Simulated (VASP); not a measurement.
# AsPt (F-43m) in VASP: notebook

AsPt is run at these levels: PBE, PBE+D3(BJ); tasks: single point.

Program: VASP 6.6.1. These are calculated values, not measurements. Logs are shortened: lines on timing, memory, paths and dates and some standing lists are left out, and cuts for length are marked.

### 1 The cell of the first run

It takes space group F-43m (No. 216, cubic). Conventional cell: a = 5.521 Å, b = 5.521 Å, c = 5.521 Å, α = 90.00°, β = 90.00°, γ = 90.00°. Within 3.2 Å of Pt (site symmetry -43m) lie 4 As at 2.39 Å. As (site symmetry -43m) has 4 Pt at 2.39 Å within 3.2 Å.

### 2 Single point, PBE (volume scaled by 0.945)

File INCAR:

```
SYSTEM = AsPt
ALGO = Normal ; EDIFF = 1E-7
ENCUT = 520 ; GGA = PE
ISIF = 2 ; ISMEAR = 0
LASPH = .TRUE. ; LCHARG = .FALSE.
LREAL = .FALSE. ; LWAVE = .FALSE.
NBANDS = 14 ; NELM = 60
PREC = Accurate ; SIGMA = 0.05
```

File KPOINTS:

```
k-points
0
G
  12 12 12
  0 0 0
```

File POSCAR:

```
AsPt
1.0
    0.0000000000      2.7604008332      2.7604008332
    2.7604008332      0.0000000000      2.7604008332
    2.7604008332      2.7604008332      0.0000000000
Pt As
1 1
Direct
    0.0000000000      0.0000000000      0.0000000000
    0.2500000000      0.2500000000      0.2500000000
```

Potentials or basis: VASP PAW PBE potentials, release 64 (Pt, As).

Run with:

```bash
$ cat potpaw_PBE.64/Pt/POTCAR potpaw_PBE.64/As/POTCAR > POTCAR
$ mpirun -np 1 vasp_std > vasp.out
```

OUTCAR:

```text
SYSTEM = AsPt
   EDIFF = 1E-7
   ENCUT = 520
   GGA = PE
   ISIF = 2
   ISMEAR = 0
   LASPH = .TRUE.
   LREAL = .FALSE.
   NELM = 60
   PREC = Accurate

 ion  position               nearest neighbor table
   1  0.000  0.000  0.000-   2 2.39   2 2.39   2 2.39   2 2.39
   2  0.250  0.250  0.250-   1 2.39   1 2.39   1 2.39   1 2.39

  LATTYP: Found a face centered cubic cell.
 ALAT       =     5.5208016664

  Lattice vectors:

 A1 = (   0.0000000000,   2.7604008332,   2.7604008332)
 A2 = (   2.7604008332,   0.0000000000,   2.7604008332)
 A3 = (   2.7604008332,   2.7604008332,   0.0000000000)

Analysis of symmetry for initial positions (statically):
=====================================================================
 Subroutine PRICEL returns:
 Original cell was already a primitive cell.

 Routine SETGRP: Setting up the symmetry group for a
 face centered cubic supercell.

 Subroutine GETGRP returns: Found 24 space group operations
 (whereof 24 operations were pure point group operations)
 out of a pool of 48 trial point group operations.

The static configuration has the point symmetry T_d .

Analysis of symmetry for dynamics (positions and initial velocities):
=====================================================================
 Subroutine PRICEL returns:
 Original cell was already a primitive cell.

 Routine SETGRP: Setting up the symmetry group for a
 face centered cubic supercell.

 Subroutine GETGRP returns: Found 24 space group operations
 (whereof 24 operations were pure point group operations)
 out of a pool of 48 trial point group operations.

The dynamic configuration has the point symmetry T_d .

 Subroutine INISYM returns: Found 24 space group operations
 (whereof 24 operations are pure point group operations),
 and found     1 'primitive' translations

----------------------------------------------------------------------------------------

                                     Primitive cell

  volume of cell :      42.0675

  direct lattice vectors                    reciprocal lattice vectors
     0.000000000  2.760400833  2.760400833    -0.181133114  0.181133114  0.181133114
     2.760400833  0.000000000  2.760400833     0.181133114 -0.181133114  0.181133114
     2.760400833  2.760400833  0.000000000     0.181133114  0.181133114 -0.181133114

  length of vectors
     3.903796296  3.903796296  3.903796296     0.313731757  0.313731757  0.313731757

  position of ions in fractional coordinates (direct lattice)
     0.000000000  0.000000000  0.000000000
     0.250000000  0.250000000  0.250000000

  ion indices of the primitive-cell ions
   primitive index   ion index
                 1           1
                 2           2

----------------------------------------------------------------------------------------

 KPOINTS: k-points

Automatic generation of k-mesh.
 Grid dimensions read from file:
 generate k-points for:   12   12   12

 Generating k-lattice:

  Cartesian coordinates                     Fractional coordinates (reciprocal lattice)
    -0.015094426  0.015094426  0.015094426     0.083333333  0.000000000  0.000000000
     0.015094426 -0.015094426  0.015094426     0.000000000  0.083333333  0.000000000
     0.015094426  0.015094426 -0.015094426     0.000000000  0.000000000  0.083333333

  Length of vectors
     0.026144313  0.026144313  0.026144313

  Shift w.r.t. Gamma in fractional coordinates (k-lattice)
     0.000000000  0.000000000  0.000000000

 Subroutine IBZKPT returns following result:
 ===========================================

 Found     72 irreducible k-points:

 Following reciprocal coordinates:
            Coordinates               Weight
  0.000000  0.000000  0.000000      1.000000
  0.083333  0.000000  0.000000      8.000000
  0.166667  0.000000  0.000000      8.000000
  0.250000  0.000000  0.000000      8.000000
  0.333333  0.000000  0.000000      8.000000
  0.416667  0.000000  0.000000      8.000000
[... 16 lines left out ...]
  0.500000  0.166667  0.000000     24.000000
 -0.416667  0.166667  0.000000     24.000000
 [... further k-points ...]
   k-points           NKPTS =     72   k-points in BZ     NKDIM =     72   number of bands    NBANDS=     14
   number of dos      NEDOS =    301   number of ions     NIONS =      2
   total plane-waves  NPLWV =  27000
   dimension x,y,z NGX =    30 NGY =   30 NGZ =   30
   dimension x,y,z NGXF=    60 NGYF=   60 NGZF=   60
   ions per type =               1   1
   NGX,Y,Z   is equivalent  to a cutoff of  12.78, 12.78, 12.78 a.u.
   NGXF,Y,Z  is equivalent  to a cutoff of  25.55, 25.55, 25.55 a.u.
 SYSTEM =  AsPt
   PREC   = accura    normal or accurate (medium, high low for compatibility)
   ISTART =      0    job   : 0-new  1-cont  2-samecut
   ICHARG =      2    charge: 1-file 2-atom 10-const
   ISPIN  =      1    spin polarized calculation?
   LNONCOLLINEAR =      F non collinear calculations
   LSORBIT =      F    spin-orbit coupling
   LASPH  =      T    aspherical Exc in radial PAW
   ENCUT  =  520.0 eV  38.22 Ry    6.18 a.u.   7.26  7.26  7.26*2*pi/ulx,y,z
   NELM   =     60;   NELMIN=  2; NELMDL= -5     # of ELM steps
   EDIFF  = 0.1E-06   stopping-criterion for ELM
   LREAL  =      F    real-space projection
   EDIFFG = 0.1E-05   stopping-criterion for IOM
   NSW    =      0    number of steps for IOM
   IBRION =     -1    ionic relax: 0-MD 1-quasi-New 2-CG
   NFREE  =      0    steps in history (QN), initial steepest desc. (CG)
   ISIF   =      2    stress and relaxation
   ISYM   =      2    0-nonsym 1-usesym 2-fastsym
   POTIM  = 0.5000    time-step for ionic-motion
   TEBEG  =    0.0;   TEEND  =   0.0 temperature during run
   PSTRESS=    0.0 pullay stress
   NELECT =      15.0000    total number of electrons
   NUPDOWN=      -1.0000    fix difference up-down
   EMIN   =  10.00;   EMAX   =-10.00  energy-range for DOS
   EFERMI =   0.00;   METHOD = LEGACY
   ISMEAR =     0;   SIGMA  =   0.05  broadening in eV -4-tet -1-fermi 0-gaus
   EFERMI_NEDOS =   21; number of points for ismear=-14 and -15
   IALGO  =     38    algorithm
   IMIX   =      4    mixing-type and parameters
     AMIX     =   0.40;   BMIX     =  1.00
     AMIX_MAG =   1.60;   BMIX_MAG =  1.00
  volume/ion in A,a.u.               =      21.03       141.94
  Fermi-wavevector in a.u.,A,eV,Ry     =   1.160887  2.193757 18.335994  1.347658
  Thomas-Fermi vector in A             =   2.297464
   LORBIT       =      0    0 simple, 1 ext, 2 COOP (PROOUT), +10 PAW based schemes
   GGA     = PE    functional components
   LHFCALC =     F    Hartree Fock is set to
   AEXX    =    0.0000 exact exchange contribution
   IVDW    =     0    specifies the selected vdW correction
   LEPSILON=     F    determine dielectric tensor
   LRPA    =     F    only Hartree local field effects (RPA)
 non-spin polarized calculation
 Gauss-broadening in eV      SIGMA  =   0.05
  energy-cutoff  :      520.00
  volume of cell :       42.07
 maximum number of plane-waves:      1158
 NGX is ok and might be reduce to    30
   NGX = 15   NGY = 15   NGZ = 15

 number of electron      14.9999999 magnetization

 Free energy of the ion-electron system (eV)
  ---------------------------------------------------
  ext. energy  EPLUGINS =         0.00000000
  ---------------------------------------------------
  free energy    TOTEN  =       -11.00278205 eV

  energy without entropy =      -11.00134287  energy(sigma->0) =      -11.00206246

 E-fermi :   6.1423     XC(G=0): -10.5137

 val. band max:        6.1145658096   @ k =   0.2500   0.0000   0.0000
 cond. band min:       6.1812953582   @ k =   0.5000   0.2500   0.0833
 fundamental gap:      0.0667295486
 Fermi energy:         6.1422840541

 k-point     1 :       0.0000    0.0000    0.0000
  band No.  band energies     occupation
      1      -7.0262      2.00000
      2       0.5438      2.00000
      3       0.5438      2.00000
      4       0.5438      2.00000
      5       2.7074      2.00000
      6       2.7074      2.00000
      7       8.7147      0.00000
      8      10.2678      0.00000
      9      10.2678      0.00000
     10      10.2678      0.00000
     11      13.1924      0.00000
     12      13.1924      0.00000
     13      13.1924      0.00000
     14      17.3299      0.00000

 k-point     2 :       0.0833    0.0000    0.0000
  band No.  band energies     occupation
      1      -6.9559      2.00000
      2       0.4919      2.00000
      3       0.5769      2.00000
      4       0.5769      2.00000
      5       2.6960      2.00000
      6       2.6960      2.00000
      7       8.5131      0.00000
      8      10.0401      0.00000
      9      10.0827      0.00000
     10      10.0827      0.00000
     11      13.1316      0.00000
     12      13.3805      0.00000
     13      13.3805      0.00000
     14      17.8624      0.00000

 k-point     3 :       0.1667    0.0000    0.0000
  band No.  band energies     occupation
      1      -6.7568      2.00000
      2       0.3708      2.00000
      3       0.6640      2.00000
      4       0.6640      2.00000
      5       2.6777      2.00000
      6       2.6777      2.00000
      7       7.5430      0.00000
      8       9.6247      0.00000
      9       9.6247      0.00000
     10       9.9839      0.00000
     11      13.2321      0.00000
     12      13.8126      0.00000
     13      13.8126      0.00000
     14      17.9529      0.00000
[... 324 lines left out ...]
 k-point    23 :       0.5000    0.1667    0.0000
  band No.  band energies     occupation
      1      -5.7053      2.00000
      2       0.3253      2.00000
      3       0.9671      2.00000
      4       1.1222      2.00000
      5       2.7618      2.00000
      6       2.9215      2.00000
      7       3.5084      2.00000
      8       6.7714      0.00000
      9       7.2484      0.00000
     10      11.3299      0.00000
     11      13.6857      0.00000
     12      15.3738      0.00000
     13      15.9913      0.00000
     14      18.2802      0.00000

 k-point    24 :      -0.4167    0.1667    0.0000
  band No.  band energies     occupation
      1      -5.6812      2.00000
      2       0.4819      2.00000
      3       0.8602      2.00000
      4       1.1049      2.00000
      5       2.7377      2.00000
      6       2.8055      2.00000
      7       3.5688      2.00000
      8       6.4387      0.00000
      9       7.5489      0.00000
     10      11.3242      0.00000
     11      13.6913      0.00000
     12      15.1854      0.00000
     13      16.5985      0.00000
     14      18.3279      0.00000

 [... further k-points ...]

------------------------ aborting loop because EDIFF is reached ----------------------------------------

  FORCE on cell =-STRESS in cart. coord.  units (eV):
  Direction    XX          YY          ZZ          XY          YZ          ZX
  --------------------------------------------------------------------------------------
  -------------------------------------------------------------------------------------
  Total        1.8466863      1.8466863      1.8466863     -0.0000000     -0.0000000     -0.0000000
  in kB       70.3326965     70.3326965     70.3326965     -0.0000000     -0.0000000     -0.0000000
  external PRESSURE =      70.3326965 kB  Pullay stress =       0.0000000 kB

 VOLUME and BASIS-vectors are now :
 -----------------------------------------------------------------------------
  energy-cutoff  :      520.00
  volume of cell :       42.07
      direct lattice vectors                 reciprocal lattice vectors
     0.000000000  2.760400833  2.760400833    -0.181133114  0.181133114  0.181133114
     2.760400833  0.000000000  2.760400833     0.181133114 -0.181133114  0.181133114
     2.760400833  2.760400833  0.000000000     0.181133114  0.181133114 -0.181133114

 POSITION                                       TOTAL-FORCE (eV/Angst)
 -----------------------------------------------------------------------------------
      0.00000      0.00000      0.00000         0.000000      0.000000      0.000000
      1.38020      1.38020      1.38020        -0.000000     -0.000000     -0.000000
 -----------------------------------------------------------------------------------
    total drift:                                0.000000      0.000000      0.000000

  FREE ENERGIE OF THE ION-ELECTRON SYSTEM (eV)
  ---------------------------------------------------
  free  energy   TOTEN  =       -11.0027820483 eV

  energy  without entropy=      -11.0013428713  energy(sigma->0) =      -11.00206246
```

Wall time 29 s (1 thread of Intel Xeon 6975P-C (Granite Rapids), shared host); peak memory 0.19 GiB.

What came out:

```yaml
Free_energy: -11.0028 eV
Pressure: 7.0 GPa
```

Levels at points of the mesh, in eV from the Fermi level:
```csv
k point,band 3,band 4,band 5,band 6,band 7,band 8,band 9,band 10,band 11,band 12
"(0.00, 0.00, 0.00)",-5.60,-5.60,-3.43,-3.43,2.57,4.13,4.13,4.13,7.05,7.05
"(0.50, 0.00, 0.00)",-5.22,-5.22,-3.24,-3.24,-2.86,1.76,1.76,3.98,8.52,8.52
"(0.50, 0.50, 0.00)",-4.21,-4.21,-3.31,-3.02,-2.70,-0.91,-0.91,5.30,5.72,12.19
```

Caveat: spin-orbit coupling is left out, which moves the levels of the heavy elements.

### 3 Single point, PBE (volume scaled by 0.960)

File INCAR:

```
ALGO = Normal
EDIFF = 1E-6
ENCUT = 520
GGA = PE
ISIF = 2
ISMEAR = 0
LASPH = True
LCHARG = False
LREAL = False
LWAVE = False
NBANDS = 14
NELM = 100
PREC = Accurate
SIGMA = 0.05
```

File KPOINTS:

```
k-points
0
Gamma
  12 12 12
```

File POSCAR:

```
AsPt
1.0
    0.0000000000      2.7749295263      2.7749295263
    2.7749295263      0.0000000000      2.7749295263
    2.7749295263      2.7749295263      0.0000000000
Pt As
1 1
Direct
    0.0000000000      0.0000000000      0.0000000000
    0.2500000000      0.2500000000      0.2500000000
```

Potentials or basis: VASP PAW PBE potentials, release 64 (Pt, As).

Run with:

```bash
$ cat potpaw_PBE.64/Pt/POTCAR potpaw_PBE.64/As/POTCAR > POTCAR
$ mpirun -np 1 vasp_std > vasp.out
```

It took 22 s on 1 thread of Intel Xeon 6975P-C (Granite Rapids), shared host; peak memory 0.2 GiB.

The run converged. Its results:

```yaml
Free_energy: -11.0277 eV
Pressure: 4.9 GPa
```

Levels at points of the mesh, in eV from the Fermi level:
```csv
k point,band 5,band 6,band 7,band 8,band 9,band 10
"(0.00, 0.00, 0.00)",-3.37,-3.37,2.50,4.04,4.04,4.04
"(0.50, 0.00, 0.00)",-3.18,-3.18,-2.81,1.73,1.73,3.94
"(0.50, 0.50, 0.00)",-3.24,-2.96,-2.66,-0.88,-0.88,5.24
```

Caveat: spin-orbit coupling is left out, which moves the levels of the heavy elements.

### 4 Single point, PBE (volume scaled by 0.980)

File INCAR:

```
SYSTEM = AsPt
  ALGO = Normal
  EDIFF = 1E-6
  ENCUT = 520
  GGA = PE
  ISIF = 2
  ISMEAR = 0
  LASPH = .TRUE.
  LCHARG = .FALSE.
  LREAL = .FALSE.
  LWAVE = .FALSE.
  NBANDS = 14
  NELM = 100
  PREC = Accurate
  SIGMA = 0.05
```

File KPOINTS:

```
k-points
0
G
  12 12 12
  0 0 0
```

File POSCAR:

```
AsPt
1.0
    0.0000000000      2.7940675760      2.7940675760
    2.7940675760      0.0000000000      2.7940675760
    2.7940675760      2.7940675760      0.0000000000
Pt As
1 1
Direct
    0.0000000000      0.0000000000      0.0000000000
    0.2500000000      0.2500000000      0.2500000000
```

Run with:

```bash
$ cat potpaw_PBE.64/Pt/POTCAR potpaw_PBE.64/As/POTCAR > POTCAR
$ mpirun -np 1 vasp_std > vasp.out
```

Run time: 20 s. Hardware: 1 thread of Intel Xeon 6975P-C (Granite Rapids), shared host; peak memory 0.2 GiB.

The run converged. Its results:

- Free energy: -11.0475 eV
- Pressure: 2.3 GPa

Levels at points of the mesh, in eV from the Fermi level:
```csv
k point,band 4,band 5,band 6,band 7,band 8,band 9,band 10,band 11
"(0.00, 0.00, 0.00)",-5.36,-3.28,-3.28,2.42,3.94,3.94,3.94,6.98
"(0.50, 0.00, 0.00)",-5.00,-3.10,-3.10,-2.74,1.70,1.70,3.87,8.39
"(0.50, 0.50, 0.00)",-4.05,-3.14,-2.88,-2.61,-0.84,-0.84,5.17,5.62
```

Caveat: spin-orbit coupling is left out, which moves the levels of the heavy elements.

(Continued in part 2 of 2.)
